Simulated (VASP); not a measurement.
# WSe (P6_3/mmc) in VASP: notebook

Runs on WSe. Level: r2SCAN+U. Tasks: single point.

Program: VASP 6.6.1. These are calculated values, not measurements. Logs are shortened: lines on timing, memory, paths and dates and some standing lists are left out, and cuts for length are marked.

## (1) The cell of the first run

It takes space group P6_3/mmc (No. 194, hexagonal). The conventional cell has a = 4.022 Å, b = 4.022 Å, c = 6.053 Å, α = 90.00°, β = 90.00°, γ = 120.00°. W (site symmetry -3m) has 6 Se at 2.77 Å and 2 W at 3.03 Å within 3.7 Å. Within 4.1 Å of Se (site symmetry -6m2) lie 6 W at 2.77 Å and 12 Se at 3.81 to 4.02 Å.

## (2) Single point, r2SCAN+U, collinear spin

Input file POSCAR:

```
WSe
1.0
    4.0222006748      0.0000000000      0.0000000000
   -2.0111003374      3.4833279635      0.0000000000
    0.0000000000      0.0000000000      6.0534267228
W Se
2 2
Direct
    0.0000000000      0.0000000000      0.0000000000
    0.0000000000      0.0000000000      0.5000000000
    0.3333333333      0.6666666667      0.2500000000
    0.6666666667      0.3333333333      0.7500000000
```

Input file INCAR.step1:

```
PREC     = Accurate       # precision mode
ENCUT    = 520            # plane-wave cutoff, eV
ISMEAR   = 0              # smearing method
SIGMA    = 0.1            # smearing width, eV
LREAL    = F              # projectors in reciprocal space
LASPH    = T              # aspherical terms in the spheres
NELM     = 150            # most SCF steps
ISPIN    = 2              # spin polarisation
MAGMOM   = 1.43 1.43 0 0  # initial moments
LMAXMIX  = 4              # l up to which the mixer works
LDAU     = T              # DFT+U
LDAUTYPE = 2            
LDAUL    = 2 -1           # shell
LDAUU    = 6.2 0          # U, eV
LDAUJ    = 0 0          
NBANDS   = 32             # bands
GGA      = PE             # functional
ALGO     = Normal         # electronic algorithm
EDIFF    = 1E-4           # SCF threshold, eV
LWAVE    = T              # write WAVECAR
LCHARG   = F              # write CHGCAR
```

Input file INCAR.step2:

```
PREC     = Accurate       # precision mode
ENCUT    = 520            # plane-wave cutoff, eV
EDIFF    = 1E-7           # SCF threshold, eV
ISMEAR   = 0              # smearing method
SIGMA    = 0.1            # smearing width, eV
LREAL    = F              # projectors in reciprocal space
LASPH    = T              # aspherical terms in the spheres
NELM     = 150            # most SCF steps
ALGO     = Normal         # electronic algorithm
ISIF     = 2              # what is computed and relaxed
LWAVE    = F              # write WAVECAR
LCHARG   = F              # write CHGCAR
ISPIN    = 2              # spin polarisation
MAGMOM   = 1.43 1.43 0 0  # initial moments
LORBIT   = 11             # projections on sites
LMAXMIX  = 4              # l up to which the mixer works
LDAU     = T              # DFT+U
LDAUTYPE = 2            
LDAUL    = 2 -1           # shell
LDAUU    = 6.2 0          # U, eV
LDAUJ    = 0 0          
LDAUPRINT= 1            
METAGGA  = R2SCAN         # meta-GGA
LMIXTAU  = T            
NBANDS   = 32             # bands
ISTART   = 1
```

Input file KPOINTS:

```
regular mesh
0
Gamma
  6 6 4
```

Potentials or basis: VASP PAW PBE potentials, release 64 (W_sv, Se).

Launch:

```sh
> cat potpaw_PBE.64/W_sv/POTCAR potpaw_PBE.64/Se/POTCAR > POTCAR
> cp INCAR.step1 INCAR
> mpirun -np 1 vasp_std > vasp.out
> cp INCAR.step2 INCAR
> mpirun -np 1 vasp_std > vasp.out
```

OUTCAR:

```text
PREC = Accurate
   ENCUT = 520
   EDIFF = 1E-7
   ISMEAR = 0
   LREAL = F
   LASPH = T
   NELM = 150
   ISIF = 2
   ISPIN = 2
   LORBIT = 11
   METAGGA = R2SCAN
   ISTART = 1

 ion  position               nearest neighbor table
   1  0.000  0.000  0.000-   3 2.77   4 2.77   4 2.77   3 2.77   4 2.77   3 2.77   2 3.03   2 3.03

   2  0.000  0.000  0.500-   3 2.77   4 2.77   4 2.77   3 2.77   4 2.77   3 2.77   1 3.03   1 3.03

   3  0.333  0.667  0.250-   1 2.77   2 2.77   1 2.77   2 2.77   1 2.77   2 2.77
   4  0.667  0.333  0.750-   1 2.77   2 2.77   1 2.77   2 2.77   1 2.77   2 2.77

  LATTYP: Found a hexagonal cell.
 ALAT       =     4.0222006748
 C/A-ratio  =     1.5050036565

  Lattice vectors:

 A1 = (   4.0222006748,   0.0000000000,   0.0000000000)
 A2 = (  -2.0111003374,   3.4833279635,   0.0000000000)
 A3 = (   0.0000000000,   0.0000000000,   6.0534267228)

Analysis of symmetry for initial positions (statically):
=====================================================================
 Subroutine PRICEL returns:
 Original cell was already a primitive cell.

 Routine SETGRP: Setting up the symmetry group for a
 hexagonal supercell.

 Subroutine GETGRP returns: Found 24 space group operations
 (whereof 12 operations were pure point group operations)
 out of a pool of 24 trial point group operations.

The static configuration has the point symmetry D_3d.
 The point group associated with its full space group is D_6h.

Analysis of symmetry for dynamics (positions and initial velocities):
=====================================================================
 Subroutine PRICEL returns:
 Original cell was already a primitive cell.

 Routine SETGRP: Setting up the symmetry group for a
 hexagonal supercell.

 Subroutine GETGRP returns: Found 24 space group operations
[... 221 lines left out ...]
  o =  0.1394  v =  0.5332  0.0001 -0.0000  0.8460  0.0001  0.0000  0.0000  0.0000  0.0000  0.0000      0.0000  0.0000  0.0000  0.0000  0.0000  0.0000  0.0000  0.0000  0.0000  0.0000
  o =  0.1394  v = -0.0001  0.8460 -0.0000 -0.0001  0.5332  0.0000  0.0000  0.0000  0.0000  0.0000      0.0000  0.0000  0.0000  0.0000  0.0000  0.0000  0.0000  0.0000  0.0000  0.0000
  o =  0.3633  v =  0.0000  0.0000  0.0000  0.0000  0.0000 -0.0000 -0.0000 -1.0000 -0.0000 -0.0000      0.0000  0.0000  0.0000  0.0000  0.0000  0.0000  0.0000  0.0000  0.0000  0.0000
  o =  0.7390  v = -0.0000  0.0000  1.0000  0.0000 -0.0000  0.0000  0.0000  0.0000  0.0000  0.0000      0.0000  0.0000  0.0000  0.0000  0.0000  0.0000  0.0000  0.0000  0.0000  0.0000
  o =  0.7876  v =  0.8460  0.0000 -0.0000 -0.5332 -0.0000  0.0000  0.0000  0.0000  0.0000  0.0000      0.0000  0.0000  0.0000  0.0000  0.0000  0.0000  0.0000  0.0000  0.0000  0.0000
  o =  0.7876  v = -0.0000  0.5332 -0.0000  0.0000 -0.8460  0.0000  0.0000  0.0000  0.0000  0.0000      0.0000  0.0000  0.0000  0.0000  0.0000  0.0000  0.0000  0.0000  0.0000  0.0000

 number of electron      39.9999998 magnetization       4.1358058

 Free energy of the ion-electron system (eV)
  ---------------------------------------------------
  ext. energy  EPLUGINS =         0.00000000
  ---------------------------------------------------
  free energy    TOTEN  =      -117.95091265 eV

  energy without entropy =     -117.93694373  energy(sigma->0) =     -117.94392819

 E-fermi :   8.3669     XC(G=0): -11.5801

 val. band max:        8.3416429970   @ k =   0.3333   0.3333   0.2500
 cond. band min:       8.3716288337   @ k =   0.5000   0.0000   0.2500
 fundamental gap:      0.0299858367
 Fermi energy:         8.3668968159

 spin component 1

 k-point     1 :       0.0000    0.0000    0.0000
  band No.  band energies     occupation
      1     -69.9784      1.00000
      2     -69.9609      1.00000
      3     -33.8637      1.00000
      4     -33.8637      1.00000
      5     -33.8274      1.00000
      6     -33.8274      1.00000
[... 724 lines left out ...]
     31      15.4527      0.00000
     32      15.4527      0.00000
 Fermi energy:         8.3668968159

 spin component 2

 k-point     1 :       0.0000    0.0000    0.0000
  band No.  band energies     occupation
      1     -69.0127      1.00000
      2     -68.9937      1.00000
      3     -32.5662      1.00000
      4     -32.2958      1.00000
      5     -32.2957      1.00000
      6     -32.2574      1.00000
[... 724 lines left out ...]
     31      16.4985      0.00000
     32      16.4985      0.00000

------------------------ aborting loop because EDIFF is reached ----------------------------------------

  FORCE on cell =-STRESS in cart. coord.  units (eV):
  Direction    XX          YY          ZZ          XY          YZ          ZX
  --------------------------------------------------------------------------------------
  -------------------------------------------------------------------------------------
  Total       -0.3316096     -0.3316096     -2.8063225      0.0000000     -0.0000000      0.0000000
  in kB       -6.2643826     -6.2643826    -53.0137789      0.0000000     -0.0000000      0.0000000
  external PRESSURE =     -21.8475147 kB  Pullay stress =       0.0000000 kB

 VOLUME and BASIS-vectors are now :
 -----------------------------------------------------------------------------
  energy-cutoff  :      520.00
  volume of cell :       84.81
      direct lattice vectors                 reciprocal lattice vectors
     4.022200675  0.000000000  0.000000000     0.248620116  0.143540891  0.000000000
    -2.011100337  3.483327963  0.000000000     0.000000000  0.287081782  0.000000000
     0.000000000  0.000000000  6.053426723     0.000000000  0.000000000  0.165195689

 POSITION                                       TOTAL-FORCE (eV/Angst)
 -----------------------------------------------------------------------------------
      0.00000      0.00000      0.00000        -0.000000      0.000000     -0.000000
      0.00000      0.00000      3.02671        -0.000000      0.000000     -0.000000
     -0.00000      2.32222      1.51336         0.000000      0.000000     -0.000000
      2.01110      1.16111      4.54007         0.000000      0.000000      0.000000
 -----------------------------------------------------------------------------------
    total drift:                                0.000000      0.000000      0.000000

  FREE ENERGIE OF THE ION-ELECTRON SYSTEM (eV)
  ---------------------------------------------------
  free  energy   TOTEN  =      -117.9509126490 eV

  energy  without entropy=     -117.9369437310  energy(sigma->0) =     -117.94392819

 total charge

# of ion       s       p       d       tot
------------------------------------------
    1        2.277   6.134   3.301  11.712
    2        2.277   6.134   3.301  11.712
    3        1.423   2.464   0.067   3.954
    4        1.423   2.464   0.067   3.954
--------------------------------------------------
tot          7.400  17.195   6.737  31.332

 magnetization (x)

# of ion       s       p       d       tot
------------------------------------------
    1        0.040   0.012   1.829   1.881
    2        0.040   0.012   1.829   1.881
    3        0.005  -0.010  -0.005  -0.010
    4        0.005  -0.010  -0.005  -0.010
--------------------------------------------------
tot          0.089   0.005   3.647   3.741
```

OUTCAR.step1:

```text
PREC = Accurate
   ENCUT = 520
   ISMEAR = 0
   LREAL = F
[... 1723 lines left out ...]
      0.00000      0.00000      0.00000        -0.000000      0.000000      0.000000
      0.00000      0.00000      3.02671        -0.000000      0.000000      0.000000
     -0.00000      2.32222      1.51336         0.000000      0.000000      0.000000
      2.01110      1.16111      4.54007        -0.000000     -0.000000     -0.000000
 -----------------------------------------------------------------------------------
    total drift:                                0.000000      0.000000      0.000000

  FREE ENERGIE OF THE ION-ELECTRON SYSTEM (eV)
  ---------------------------------------------------
  free  energy   TOTEN  =       -18.6379371661 eV

  energy  without entropy=      -18.6236513451  energy(sigma->0) =      -18.63079426
```

It took 13 min on 1 thread of Intel Xeon 8259CL, shared host; peak memory 0.3 GiB.

Results:

```yaml
Free_energy: -117.9509 eV
Pressure: -2.2 GPa
Net_moment: 4.14 μB per cell
Site_moments: W +1.88; Se -0.01 μB
Valence_electrons_inside_the_program's_atomic_spheres: W 11.71; Se 3.95
```

Levels at points of the mesh, in eV from the Fermi level:
Spin up:
```
           k point  band 18  band 19  band 20  band 21  band 22  band 23  band 24  band 25  band 26  band 27
(0.00, 0.00, 0.00)    -4.57    -3.95    -3.95    -3.35    -0.98     0.06     0.48     0.48     0.93     3.27
(0.50, 0.00, 0.00)    -4.13    -4.11    -3.67    -3.33    -2.27     0.70     1.19     1.96     2.12     3.47
(0.00, 0.00, 0.50)    -4.17    -4.17    -4.17    -3.67    -3.67     1.74     1.74     1.74     1.74     2.25
(0.50, 0.00, 0.50)    -4.36    -3.91    -3.91    -3.50    -3.50     0.44     0.44     1.32     1.32     2.75
```
Spin down:
| k point | band 15 | band 16 | band 17 | band 18 | band 19 | band 20 | band 21 | band 22 |
| --- | --- | --- | --- | --- | --- | --- | --- | --- |
| (0.00, 0.00, 0.00) | -4.00 | -3.95 | -3.37 | -0.64 | -0.64 | -0.06 | -0.06 | 0.37 |
| (0.50, 0.00, 0.00) | -5.95 | -5.43 | -3.46 | 0.21 | 0.32 | 1.49 | 1.90 | 2.20 |
| (0.00, 0.00, 0.50) | -5.30 | -5.30 | -1.84 | -1.84 | 0.43 | 0.43 | 0.43 | 0.43 |
| (0.50, 0.00, 0.50) | -5.42 | -5.42 | -1.45 | -1.45 | 0.91 | 0.91 | 1.70 | 1.70 |

Eigenvalues of the final occupation matrices:
| site | spin | trace | eigenvalues |
| --- | --- | --- | --- |
| site 1 d | 1 | 2.59 | 0.14 0.14 0.74 0.79 0.79 |
| site 1 d | 2 | 0.75 | 0.07 0.07 0.12 0.12 0.36 |
| site 2 d | 1 | 2.59 | 0.14 0.14 0.74 0.79 0.79 |
| site 2 d | 2 | 0.75 | 0.07 0.07 0.12 0.12 0.36 |

Caveat: the PAW data sets were made with another functional, which shifts forces and pressure a little; spin-orbit coupling is left out, which moves the levels of the heavy elements.

## (3) Single point, r2SCAN+U, collinear spin

This run uses another cell than the first one, of 23.83 Å³/atom.

Input file POSCAR:

```
WSe
1.0
    4.0372571324      0.0000000000      0.0000000000
   -2.0186285662      3.4963672383      0.0000000000
    0.0000000000      0.0000000000      6.7531449163
W Se
2 2
Direct
    0.0000000000      0.0000000000      0.0000000000
    0.0000000000      0.0000000000      0.5000000000
    0.3333333333      0.6666666667      0.2500000000
    0.6666666667      0.3333333333      0.7500000000
```

Input file INCAR.step1:

```
SYSTEM = WSe
  ALGO = Normal
  EDIFF = 1E-4
  ENCUT = 520
  GGA = PE
  ISMEAR = 0
  ISPIN = 2
  LASPH = .True.
  LCHARG = .False.
  LDAU = .True.
  LDAUJ = 0 0
  LDAUL = 2 -1
  LDAUTYPE = 2
  LDAUU = 6.2 0
  LMAXMIX = 4
  LREAL = .False.
  LWAVE = .True.
  MAGMOM = 3.6 3.6 -0.3 -0.3
  NBANDS = 32
  NELM = 150
  PREC = Accurate
  SIGMA = 0.1
```

Input file INCAR.step2:

```
SYSTEM = WSe
  ALGO = Normal
  EDIFF = 1E-6
  ENCUT = 520
  ISIF = 2
  ISMEAR = 0
  ISPIN = 2
  ISTART = 1
  LASPH = .True.
  LCHARG = .True.
  LDAU = .True.
  LDAUJ = 0 0
  LDAUL = 2 -1
  LDAUPRINT = 1
  LDAUTYPE = 2
  LDAUU = 6.2 0
  LELF = .True.
  LMAXMIX = 4
  LMIXTAU = .True.
  LORBIT = 11
  LREAL = .False.
  LVHAR = .True.
  LWAVE = .False.
  MAGMOM = 3.6 3.6 -0.3 -0.3
  METAGGA = R2SCAN
  NBANDS = 32
  NELM = 150
  PREC = Accurate
  SIGMA = 0.1
```

Input file KPOINTS:

```
k-points
0
Gamma
  12 12 6
  0 0 0
```

Potentials or basis: VASP PAW PBE potentials, release 64 (W_sv, Se).

Launch:

```sh
> cat potpaw_PBE.64/W_sv/POTCAR potpaw_PBE.64/Se/POTCAR > POTCAR
> cp INCAR.step1 INCAR
> mpirun -np 1 vasp_std > vasp.out
> cp INCAR.step2 INCAR
> mpirun -np 1 vasp_std > vasp.out
```

OUTCAR:

```text
SYSTEM = WSe
   EDIFF = 1E-6
   ENCUT = 520
   ISIF = 2
   ISMEAR = 0
   ISPIN = 2
   ISTART = 1
   LASPH = .True.
   LORBIT = 11
   LREAL = .False.
   METAGGA = R2SCAN
   NELM = 150
   PREC = Accurate

 ion  position               nearest neighbor table
   1  0.000  0.000  0.000-   3 2.88   4 2.88   4 2.88   3 2.88   4 2.88   3 2.88   2 3.38   2 3.38

   2  0.000  0.000  0.500-   3 2.88   4 2.88   4 2.88   3 2.88   4 2.88   3 2.88   1 3.38   1 3.38

   3  0.333  0.667  0.250-   1 2.88   2 2.88   1 2.88   2 2.88   1 2.88   2 2.88
   4  0.667  0.333  0.750-   1 2.88   2 2.88   1 2.88   2 2.88   1 2.88   2 2.88

  LATTYP: Found a hexagonal cell.
 ALAT       =     4.0372571324
 C/A-ratio  =     1.6727061703

  Lattice vectors:

 A1 = (   4.0372571324,   0.0000000000,   0.0000000000)
 A2 = (  -2.0186285662,   3.4963672383,   0.0000000000)
 A3 = (   0.0000000000,   0.0000000000,   6.7531449163)

Analysis of symmetry for initial positions (statically):
=====================================================================
[... 1961 lines left out ...]
  Direction    XX          YY          ZZ          XY          YZ          ZX
  --------------------------------------------------------------------------------------
  -------------------------------------------------------------------------------------
  Total       -1.3322052     -1.3322052     -0.6891828      0.0000000      0.0000000      0.0000000
  in kB      -22.3909324    -22.3909324    -11.5833849      0.0000000      0.0000000      0.0000000
  external PRESSURE =     -18.7884166 kB  Pullay stress =       0.0000000 kB

 VOLUME and BASIS-vectors are now :
 -----------------------------------------------------------------------------
  energy-cutoff  :      520.00
  volume of cell :       95.33
      direct lattice vectors                 reciprocal lattice vectors
     4.037257132  0.000000000  0.000000000     0.247692918  0.143005573  0.000000000
    -2.018628566  3.496367238  0.000000000     0.000000000  0.286011146  0.000000000
     0.000000000  0.000000000  6.753144916     0.000000000  0.000000000  0.148079156

 POSITION                                       TOTAL-FORCE (eV/Angst)
 -----------------------------------------------------------------------------------
      0.00000      0.00000      0.00000         0.000000      0.000000     -0.000000
      0.00000      0.00000      3.37657         0.000000      0.000000     -0.000000
     -0.00000      2.33091      1.68829         0.000000      0.000000     -0.000000
      2.01863      1.16546      5.06486        -0.000000     -0.000000      0.000000
 -----------------------------------------------------------------------------------
    total drift:                               -0.000000      0.000000      0.000000

  FREE ENERGIE OF THE ION-ELECTRON SYSTEM (eV)
  ---------------------------------------------------
  free  energy   TOTEN  =      -118.0440909308 eV

  energy  without entropy=     -118.0360190359  energy(sigma->0) =     -118.04005498

 total charge

# of ion       s       p       d       tot
------------------------------------------
    1        2.249   6.077   3.444  11.771
    2        2.249   6.077   3.444  11.771
    3        1.461   2.379   0.041   3.881
    4        1.461   2.379   0.041   3.881
--------------------------------------------------
tot          7.421  16.912   6.971  31.304

 magnetization (x)

# of ion       s       p       d       tot
------------------------------------------
    1        0.122   0.031   3.172   3.326
    2        0.122   0.031   3.172   3.326
    3        0.037  -0.177   0.034  -0.106
    4        0.037  -0.177   0.034  -0.106
--------------------------------------------------
tot          0.319  -0.291   6.411   6.439
```

It took 34 min on 1 thread of Oxide Virtual Turin-like, shared host; peak memory 0.45 GiB.

Results:

```yaml
Free_energy: -118.0441 eV
Pressure: -1.9 GPa
Band_gap_on_the_k_mesh: zero (filled and empty bands overlap)
Net_moment: 7.99 μB per cell
Site_moments: W +3.33; Se -0.11 μB
Valence_electrons_inside_the_program's_atomic_spheres: W 11.77; Se 3.88
```

Stress tensor (GPa, compression positive):
```
-2.24  0.00  0.00
 0.00 -2.24  0.00
 0.00  0.00 -1.16
```

Eigenvalues of the final occupation matrices:
```tsv
site	spin	trace	eigenvalues
site 1 d	1	3.34	0.50 0.50 0.78 0.78 0.78
site 1 d	2	0.14	0.01 0.01 0.01 0.06 0.06
site 2 d	1	3.34	0.50 0.50 0.78 0.78 0.78
site 2 d	2	0.14	0.01 0.01 0.01 0.06 0.06
```

Caveat: the PAW data sets were made with another functional, which shifts forces and pressure a little; spin-orbit coupling is left out, which moves the levels of the heavy elements.

(Continued in part 2 of 2.)
